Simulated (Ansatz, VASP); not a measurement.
**ZrBi2I6 in VASP and in Ansatz**

The input POSCAR:

```
ZrBi2I6
1.0
    0.0000000000      5.6055560000      5.6055560000
    5.6055560000      0.0000000000      5.6055560000
    5.6055560000      5.6055560000      0.0000000000
I Zr Bi
6 1 2
Direct
    0.7563000000      0.2437000000      0.2437000000
    0.2437000000      0.7563000000      0.2437000000
    0.2437000000      0.7563000000      0.7563000000
    0.7563000000      0.2437000000      0.7563000000
    0.2437000000      0.2437000000      0.7563000000
    0.7563000000      0.7563000000      0.2437000000
    0.0000000000      0.0000000000      0.0000000000
    0.2500000000      0.2500000000      0.2500000000
    0.7500000000      0.7500000000      0.7500000000
```

Contents of INCAR.step1:

```
SYSTEM = ZrBi2I6
ALGO = Normal ; EDIFF = 1E-4
ENCUT = 520 ; GGA = PE
ISMEAR = 0 ; LASPH = .True.
LCHARG = .False. ; LREAL = .False.
LWAVE = .True. ; NBANDS = 52
NELM = 60 ; PREC = Accurate
SIGMA = 0.0587
```

The input INCAR.step2:

```
SYSTEM = ZrBi2I6
ALGO = Normal ; EDIFF = 1E-6
ENCUT = 520 ; ISIF = 2
ISMEAR = 0 ; ISTART = 1
LASPH = .True. ; LCHARG = .False.
LMIXTAU = .True. ; LREAL = .False.
LWAVE = .False. ; METAGGA = R2SCAN
NBANDS = 52 ; NELM = 60
PREC = Accurate ; SIGMA = 0.0587
```

Contents of KPOINTS:

```
k-points
0
Gamma
  5 5 5
  0 0 0
```

Input for Ansatz:

```yaml
crystal:
  lattice:
    - [0.0, 5.605556, 5.605556]
    - [5.605556, 0.0, 5.605556]
    - [5.605556, 5.605556, 0.0]
  atoms:
    - { symbol: I, position: [0.7563, 0.2437, 0.2437] }
    - { symbol: I, position: [0.2437, 0.7563, 0.2437] }
    - { symbol: I, position: [0.2437, 0.7563, 0.7563] }
    - { symbol: I, position: [0.7563, 0.2437, 0.7563] }
    - { symbol: I, position: [0.2437, 0.2437, 0.7563] }
    - { symbol: I, position: [0.7563, 0.7563, 0.2437] }
    - { symbol: Zr, position: [0.0, 0.0, 0.0] }
    - { symbol: Bi, position: [0.25, 0.25, 0.25] }
    - { symbol: Bi, position: [0.75, 0.75, 0.75] }
  symmetry: { tolerance: 0.0003 }
kpoints:
  mp_grid: { grid: [5, 5, 5], shift: [0, 0, 0] }
  band_path:
    path:
      - [0.0, 0.0, 0.0]
      - [0.5, 0.0, 0.5]
      - [0.625, 0.25, 0.625]
      - [0.375, 0.375, 0.75]
      - [0.0, 0.0, 0.0]
      - [0.5, 0.5, 0.5]
      - [0.5, 0.25, 0.75]
      - [0.5, 0.0, 0.5]
    npoints: 8
magnetization:
  spin_polarized: false
scf:
  occupations: { method: gaussian, width: 0.0587 }
  lower_state_search: "off"
  max_iter: 200
hamiltonian:
  pseudopotentials: { kind: paw }
  xc: r2scan
basis:
  ecutwfc: 500
  fft_grid_basis: typed
output:
  forces: true
  stress: true
  eigenvalues: true
  bader: true
  populations: true
  elf: true
  write_potential: true
  volumetric_format: npy
  dos:
    e_range: [-12, 8]
    de: 0.05
    projected: { site_lists: { Bi: [Bi], I: [I], Zr: [Zr] } }
checkpoint:
  read: saved_state
```

Alike in both runs: task single point; functional r2SCAN; k mesh 5 × 5 × 5; occupations gaussian, width 0.0587 eV; no spin polarisation.

```csv
,VASP,Ansatz
version,VASP 6.6.1,Ansatz 0.2.0
potentials or method,"VASP PAW PBE potentials, release 64 (I, Zr_sv, Bi_d), cutoff 520 eV",PAW plane waves
valence electrons in the cell,84,144
```

```tsv
	VASP	Ansatz	Ansatz less VASP
pressure (GPa)	1.7	1.7	+0.04
rms of the force components (eV/Å)	0.643	0.645	+0.0021
```

VASP's potentials were made for PBE, not for r2SCAN. Atom by atom the forces differ by 0.002 eV/Å (rms over components). VASP's potentials hold 84 valence electrons a cell and Ansatz's 144, so a difference there can come from the potentials and not from the codes.

Neither program's run includes spin-orbit coupling.
